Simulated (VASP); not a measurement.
# HfSnSe4 (P-3m1) in VASP: further runs

HfSnSe4 is run at these levels: PBE; tasks: single point.

All numbers are computed with VASP 6.6.1; they aren't measurements. Logs are shortened: lines on timing, memory, paths and dates and some standing lists are left out, and cuts for length are marked.

## 1. The cell of the first run

It takes space group P-3m1 (No. 164, trigonal). The conventional cell has a = 3.821 Å, b = 3.821 Å, c = 14.109 Å, α = 90.00°, β = 90.00°, γ = 120.00°. Within 3.6 Å of Hf (site symmetry -3m) lie 6 Se at 2.70 Å. Within 3.6 Å of Sn (site symmetry -3m) lie 6 Se at 2.73 Å. Se (site symmetry 3m) has 3 Sn at 2.73 Å within 3.6 Å. Within 3.6 Å of Se (site symmetry 3m) lie 3 Hf at 2.70 Å.

The cell was generated, and may not be a known phase.

## 2. Single point, PBE

Input file INCAR:

```
SYSTEM = HfSnSe4
PREC = Accurate
ENCUT = 520
EDIFF = 1E-6
ISMEAR = 0
SIGMA = 0.1
LREAL = .False.
LASPH = .True.
NELM = 60
ALGO = Normal
ISIF = 2
LWAVE = .False.
LCHARG = .True.
GGA = PE
LELF = .True.
LVHAR = .True.
NBANDS = 33
```

Input file KPOINTS:

```
regular mesh
0
Gamma
  6 6 2
  0 0 0
```

Input file POSCAR:

```
HfSnSe4
1.0
    3.8207074000      0.0000000000      0.0000000000
   -1.9103537000      3.3088296000      0.0000000000
    0.0000000000      0.0000000000     14.1091997000
Hf Sn Se
1 1 4
Direct
    0.0000000000      0.0000000000      0.5000000000
    0.0000000000      0.0000000000      0.0000000000
    0.6666667000      0.3333333000      0.8858020000
    0.6666667000      0.3333333000      0.3897630000
    0.3333333000      0.6666667000      0.6102370000
    0.3333333000      0.6666667000      0.1141980000
```

Potentials or basis: VASP PAW PBE potentials, release 64 (Hf_pv, Sn_d, Se).

On the command line:

```
cat potpaw_PBE.64/Hf_pv/POTCAR potpaw_PBE.64/Sn_d/POTCAR potpaw_PBE.64/Se/POTCAR > POTCAR
mpirun -np 1 vasp_std > vasp.out
```

OUTCAR:

```text
SYSTEM = HfSnSe4
   PREC = Accurate
   ENCUT = 520
   EDIFF = 1E-6
   ISMEAR = 0
   LREAL = .False.
   LASPH = .True.
   NELM = 60
   ISIF = 2
   GGA = PE

 ion  position               nearest neighbor table
   1  0.000  0.000  0.500-   4 2.70   5 2.70   5 2.70   4 2.70   4 2.70   5 2.70
   2  0.000  0.000  0.000-   3 2.73   6 2.73   6 2.73   3 2.73   3 2.73   6 2.73
   3  0.667  0.333  0.886-   2 2.73   2 2.73   2 2.73
   4  0.667  0.333  0.390-   1 2.70   1 2.70   1 2.70
   5  0.333  0.667  0.610-   1 2.70   1 2.70   1 2.70
   6  0.333  0.667  0.114-   2 2.73   2 2.73   2 2.73

  LATTYP: Found a hexagonal cell.
 ALAT       =     3.8207074000
 C/A-ratio  =     3.6928239257

  Lattice vectors:

 A1 = (   3.8207074000,   0.0000000000,   0.0000000000)
 A2 = (  -1.9103537000,   3.3088296000,   0.0000000000)
 A3 = (   0.0000000000,   0.0000000000,  14.1091997000)

Analysis of symmetry for initial positions (statically):
=====================================================================
 Subroutine PRICEL returns:
 Original cell was already a primitive cell.

 Routine SETGRP: Setting up the symmetry group for a
 hexagonal supercell.

 Subroutine GETGRP returns: Found 12 space group operations
 (whereof 12 operations were pure point group operations)
 out of a pool of 24 trial point group operations.

The static configuration has the point symmetry D_3d.

Analysis of symmetry for dynamics (positions and initial velocities):
=====================================================================
 Subroutine PRICEL returns:
 Original cell was already a primitive cell.

 Routine SETGRP: Setting up the symmetry group for a
 hexagonal supercell.

 Subroutine GETGRP returns: Found 12 space group operations
 (whereof 12 operations were pure point group operations)
 out of a pool of 24 trial point group operations.

The dynamic configuration has the point symmetry D_3d.

 Subroutine INISYM returns: Found 12 space group operations
 (whereof 12 operations are pure point group operations),
 and found     1 'primitive' translations

----------------------------------------------------------------------------------------

                                     Primitive cell

  volume of cell :     178.3695

  direct lattice vectors                    reciprocal lattice vectors
     3.820707400  0.000000000  0.000000000     0.261731636  0.151110834  0.000000000
    -1.910353700  3.308829600  0.000000000     0.000000000  0.302221668  0.000000000
     0.000000000  0.000000000 14.109199700     0.000000000  0.000000000  0.070875742

  length of vectors
     3.820707400  3.820707340 14.109199700     0.302221663  0.302221668  0.070875742

  position of ions in fractional coordinates (direct lattice)
     0.000000000  0.000000000  0.500000000
     0.000000000  0.000000000  0.000000000
     0.666666700  0.333333300  0.885802000
     0.666666700  0.333333300  0.389763000
     0.333333300  0.666666700  0.610237000
     0.333333300  0.666666700  0.114198000

  ion indices of the primitive-cell ions
   primitive index   ion index
                 1           1
                 2           2
                 3           3
                 4           4
                 5           5
                 6           6

----------------------------------------------------------------------------------------

 KPOINTS: regular mesh

Automatic generation of k-mesh.
 Grid dimensions read from file:
 generate k-points for:    6    6    2

 Generating k-lattice:

  Cartesian coordinates                     Fractional coordinates (reciprocal lattice)
     0.043621939  0.025185139  0.000000000     0.166666667 -0.000000000  0.000000000
     0.000000000  0.050370278  0.000000000     0.000000000  0.166666667  0.000000000
     0.000000000  0.000000000  0.035437871     0.000000000  0.000000000  0.500000000

  Length of vectors
     0.050370277  0.050370278  0.035437871

  Shift w.r.t. Gamma in fractional coordinates (k-lattice)
     0.000000000  0.000000000  0.000000000

 Subroutine IBZKPT returns following result:
 ===========================================

 Found     14 irreducible k-points:

 Following reciprocal coordinates:
            Coordinates               Weight
  0.000000  0.000000  0.000000      1.000000
  0.166667 -0.000000  0.000000      6.000000
  0.333333 -0.000000  0.000000      6.000000
  0.500000  0.000000  0.000000      3.000000
  0.166667  0.166667  0.000000      6.000000
  0.333333  0.166667  0.000000     12.000000
  0.333333  0.333333  0.000000      2.000000
  0.000000  0.000000  0.500000      1.000000
  0.166667 -0.000000  0.500000      6.000000
  0.333333 -0.000000  0.500000      6.000000
  0.500000  0.000000  0.500000      3.000000
  0.166667  0.166667  0.500000      6.000000
  0.333333  0.166667  0.500000     12.000000
  0.333333  0.333333  0.500000      2.000000
   k-points           NKPTS =     14   k-points in BZ     NKDIM =     14   number of bands    NBANDS=     33
   number of dos      NEDOS =    301   number of ions     NIONS =      6
   total plane-waves  NPLWV =  84672
   dimension x,y,z NGX =    28 NGY =   28 NGZ =  108
   dimension x,y,z NGXF=    56 NGYF=   56 NGZF=  216
   ions per type =               1   1   4
   NGX,Y,Z   is equivalent  to a cutoff of  12.18, 12.18, 12.73 a.u.
   NGXF,Y,Z  is equivalent  to a cutoff of  24.37, 24.37, 25.45 a.u.
 SYSTEM =  HfSnSe4
   PREC   = accura    normal or accurate (medium, high low for compatibility)
   ISTART =      0    job   : 0-new  1-cont  2-samecut
   ICHARG =      2    charge: 1-file 2-atom 10-const
   ISPIN  =      1    spin polarized calculation?
   LNONCOLLINEAR =      F non collinear calculations
   LSORBIT =      F    spin-orbit coupling
   LASPH  =      T    aspherical Exc in radial PAW
   ENCUT  =  520.0 eV  38.22 Ry    6.18 a.u.   7.10  7.10 26.23*2*pi/ulx,y,z
   NELM   =     60;   NELMIN=  2; NELMDL= -5     # of ELM steps
   EDIFF  = 0.1E-05   stopping-criterion for ELM
   LREAL  =      F    real-space projection
   EDIFFG = 0.1E-04   stopping-criterion for IOM
   NSW    =      0    number of steps for IOM
   IBRION =     -1    ionic relax: 0-MD 1-quasi-New 2-CG
   NFREE  =      0    steps in history (QN), initial steepest desc. (CG)
   ISIF   =      2    stress and relaxation
   ISYM   =      2    0-nonsym 1-usesym 2-fastsym
   POTIM  = 0.5000    time-step for ionic-motion
   TEBEG  =    0.0;   TEEND  =   0.0 temperature during run
   PSTRESS=    0.0 pullay stress
   NELECT =      48.0000    total number of electrons
   NUPDOWN=      -1.0000    fix difference up-down
   EMIN   =  10.00;   EMAX   =-10.00  energy-range for DOS
   EFERMI =   0.00;   METHOD = LEGACY
   ISMEAR =     0;   SIGMA  =   0.10  broadening in eV -4-tet -1-fermi 0-gaus
   EFERMI_NEDOS =   21; number of points for ismear=-14 and -15
   IALGO  =     38    algorithm
   IMIX   =      4    mixing-type and parameters
     AMIX     =   0.40;   BMIX     =  1.00
     AMIX_MAG =   1.60;   BMIX_MAG =  1.00
  volume/ion in A,a.u.               =      29.73       200.62
  Fermi-wavevector in a.u.,A,eV,Ry     =   1.056935  1.997318 15.199234  1.117112
  Thomas-Fermi vector in A             =   2.192189
   LORBIT       =      0    0 simple, 1 ext, 2 COOP (PROOUT), +10 PAW based schemes
   GGA     = PE    functional components
   LHFCALC =     F    Hartree Fock is set to
   AEXX    =    0.0000 exact exchange contribution
   IVDW    =     0    specifies the selected vdW correction
   LEPSILON=     F    determine dielectric tensor
   LRPA    =     F    only Hartree local field effects (RPA)
 non-spin polarized calculation
 Gauss-broadening in eV      SIGMA  =   0.10
  energy-cutoff  :      520.00
  volume of cell :      178.37
 maximum number of plane-waves:      4842
   NGX = 15   NGY = 15   NGZ = 53

 number of electron      47.9999996 magnetization

 Free energy of the ion-electron system (eV)
  ---------------------------------------------------
  ext. energy  EPLUGINS =         0.00000000
  ---------------------------------------------------
  free energy    TOTEN  =       -32.80721713 eV

  energy without entropy =      -32.80719462  energy(sigma->0) =      -32.80720587

 E-fermi :   2.5692     XC(G=0):  -8.6262

 val. band max:        2.3323770026   @ k =   0.0000   0.0000   0.5000
 cond. band min:       2.8016836767   @ k =   0.5000   0.0000   0.0000
 fundamental gap:      0.4693066741
 Fermi energy:         2.5692218428

 k-point     1 :       0.0000    0.0000    0.0000
  band No.  band energies     occupation
      1     -28.9711      2.00000
      2     -28.9029      2.00000
      3     -28.9029      2.00000
      4     -19.0830      2.00000
      5     -19.0830      2.00000
      6     -19.0438      2.00000
[... 25 lines left out ...]
     32       7.1182      0.00000
     33       7.3404      0.00000

 k-point     2 :       0.1667   -0.0000    0.0000
  band No.  band energies     occupation
      1     -28.9657      2.00000
      2     -28.9295      2.00000
      3     -28.9089      2.00000
      4     -19.0926      2.00000
      5     -19.0732      2.00000
      6     -19.0421      2.00000
[... 25 lines left out ...]
     32       7.1734      0.00000
     33       7.2831      0.00000

 k-point     3 :       0.3333   -0.0000    0.0000
  band No.  band energies     occupation
      1     -28.9825      2.00000
      2     -28.9545      2.00000
      3     -28.9210      2.00000
      4     -19.1159      2.00000
      5     -19.0600      2.00000
      6     -19.0536      2.00000
[... 25 lines left out ...]
     32       7.7334      0.00000
     33       7.7676      0.00000

 k-point     4 :       0.5000    0.0000    0.0000
  band No.  band energies     occupation
      1     -29.0084      2.00000
      2     -28.9491      2.00000
      3     -28.9270      2.00000
      4     -19.1286      2.00000
      5     -19.0586      2.00000
      6     -19.0578      2.00000
[... 313 lines left out ...]
     32       7.5365      0.00000
     33       7.6969      0.00000

 k-point    13 :       0.3333    0.1667    0.5000
  band No.  band energies     occupation
      1     -28.9947      2.00000
      2     -28.9494      2.00000
      3     -28.9406      2.00000
      4     -19.1150      2.00000
      5     -19.0689      2.00000
      6     -19.0511      2.00000
[... 25 lines left out ...]
     32       7.7516      0.00000
     33       8.0519      0.00000

 k-point    14 :       0.3333    0.3333    0.5000
  band No.  band energies     occupation
      1     -28.9758      2.00000
      2     -28.9758      2.00000
      3     -28.9467      2.00000
      4     -19.0933      2.00000
      5     -19.0933      2.00000
      6     -19.0371      2.00000
[... 25 lines left out ...]
     32       7.6111      0.00000
     33       8.3970      0.00000

------------------------ aborting loop because EDIFF is reached ----------------------------------------

  FORCE on cell =-STRESS in cart. coord.  units (eV):
  Direction    XX          YY          ZZ          XY          YZ          ZX
  --------------------------------------------------------------------------------------
  -------------------------------------------------------------------------------------
  Total        0.0252615      0.0252615     -0.1892681      0.0000000      0.0000000     -0.0000000
  in kB        0.2269074      0.2269074     -1.7000726      0.0000000      0.0000000     -0.0000000
  external PRESSURE =      -0.4154192 kB  Pullay stress =       0.0000000 kB

 VOLUME and BASIS-vectors are now :
 -----------------------------------------------------------------------------
  energy-cutoff  :      520.00
  volume of cell :      178.37
      direct lattice vectors                 reciprocal lattice vectors
     3.820707400  0.000000000  0.000000000     0.261731636  0.151110834  0.000000000
    -1.910353700  3.308829600  0.000000000     0.000000000  0.302221668  0.000000000
     0.000000000  0.000000000 14.109199700     0.000000000  0.000000000  0.070875742

 POSITION                                       TOTAL-FORCE (eV/Angst)
 -----------------------------------------------------------------------------------
      0.00000      0.00000      7.05460        -0.000000      0.000000      0.000000
      0.00000      0.00000      0.00000        -0.000000      0.000000      0.000000
      1.91035      1.10294     12.49796        -0.000000      0.000000     -0.002482
      1.91035      1.10294      5.49924        -0.000000     -0.000000      0.059820
     -0.00000      2.20589      8.60996         0.000000      0.000000     -0.059820
     -0.00000      2.20589      1.61124        -0.000000     -0.000000      0.002482
 -----------------------------------------------------------------------------------
    total drift:                               -0.000000      0.000000      0.000000

  FREE ENERGIE OF THE ION-ELECTRON SYSTEM (eV)
  ---------------------------------------------------
  free  energy   TOTEN  =       -32.8072171305 eV

  energy  without entropy=      -32.8071946164  energy(sigma->0) =      -32.80720587
```

It took 65 s on 1 thread of Intel Xeon Platinum 8488C (Sapphire Rapids), shared host; peak memory 0.32 GiB.

Results:

* Free energy: -32.8072 eV
* Pressure: 0.0 GPa
* Largest force: 0.060 eV/Å
* Band gap on the k mesh: 0.47 eV (least direct gap 1.06 eV)

Forces on the atoms (eV/Å):
```
Hf   0.000  0.000  0.000
Sn   0.000  0.000  0.000
Se   0.000  0.000 -0.002
Se   0.000  0.000  0.060
Se   0.000  0.000 -0.060
Se   0.000  0.000  0.002
```

Caveat: semilocal functionals underestimate gaps, and a narrow one can read as zero; spin-orbit coupling is left out, which moves the levels of the heavy elements; this functional lacks dispersion, which binds layers or chains, so the pressure and a relaxed spacing across them are unreliable.

## 3. Single point, PBE

Input file INCAR:

```
SYSTEM = HfSnSe4
PREC = Accurate
ENCUT = 520
EDIFF = 1E-6
ISMEAR = 0
SIGMA = 0.02
LREAL = .FALSE.
LASPH = .TRUE.
NELM = 100
ALGO = Normal
ISIF = 2
LWAVE = .FALSE.
LCHARG = .TRUE.
GGA = PE
LELF = .TRUE.
LVHAR = .TRUE.
NBANDS = 33
```

Input file KPOINTS:

```
Automatic mesh
0
G
  12 12 4
  0 0 0
```

Input file POSCAR:

```
HfSnSe4
1.0
    3.8207073603      0.0000000000      0.0000000000
   -1.9103536801      3.3088296344      0.0000000000
    0.0000000000      0.0000000000     14.1091997000
Hf Sn Se
1 1 4
Direct
    0.0000000000      0.0000000000      0.5000000000
    0.0000000000      0.0000000000      0.0000000000
    0.6666666667      0.3333333333      0.8858020000
    0.6666666667      0.3333333333      0.3897630000
    0.3333333333      0.6666666667      0.6102370000
    0.3333333333      0.6666666667      0.1141980000
```

Potentials or basis: VASP PAW PBE potentials, release 64 (Hf_pv, Sn_d, Se).

On the command line:

```
cat potpaw_PBE.64/Hf_pv/POTCAR potpaw_PBE.64/Sn_d/POTCAR potpaw_PBE.64/Se/POTCAR > POTCAR
mpirun -np 1 vasp_std > vasp.out
```

Run time: 4.4 min. Hardware: 1 thread of Intel Xeon Platinum 8488C (Sapphire Rapids), shared host; peak memory 0.55 GiB.

It converged, with:

| Quantity | Value |
| --- | --- |
| Free energy | -32.8361 eV |
| Pressure | -0.1 GPa |
| Largest force | 0.049 eV/Å |
| Band gap on the k mesh | 0.47 eV (least direct gap 1.06 eV) |

Forces in eV/Å, atoms in the order of the input:
```
Hf   0.000  0.000  0.000
Sn   0.000  0.000  0.000
Se   0.000  0.000 -0.010
Se   0.000  0.000  0.049
Se   0.000  0.000 -0.049
Se   0.000  0.000  0.010
```

Levels at points of the mesh, in eV from the valence-band top:
| k point | band 21 | band 22 | band 23 | band 24 | band 25 | band 26 | band 27 | band 28 |
| --- | --- | --- | --- | --- | --- | --- | --- | --- |
| (0.00, 0.00, 0.00) | -0.30 | -0.30 | 0.00 | 0.00 | 1.30 | 1.53 | 1.53 | 2.07 |
| (0.50, 0.00, 0.00) | -1.45 | -1.15 | -1.05 | -0.60 | 0.47 | 0.83 | 3.16 | 3.22 |
| (0.00, 0.00, 0.50) | -0.30 | -0.30 | 0.00 | 0.00 | 1.49 | 1.53 | 1.53 | 2.02 |
| (0.50, 0.00, 0.50) | -1.52 | -1.15 | -1.01 | -0.59 | 0.52 | 0.79 | 3.16 | 3.21 |

Caveat: semilocal functionals underestimate gaps, and a narrow one can read as zero; spin-orbit coupling is left out, which moves the levels of the heavy elements; this functional lacks dispersion, which binds layers or chains, so the pressure and a relaxed spacing across them are unreliable.
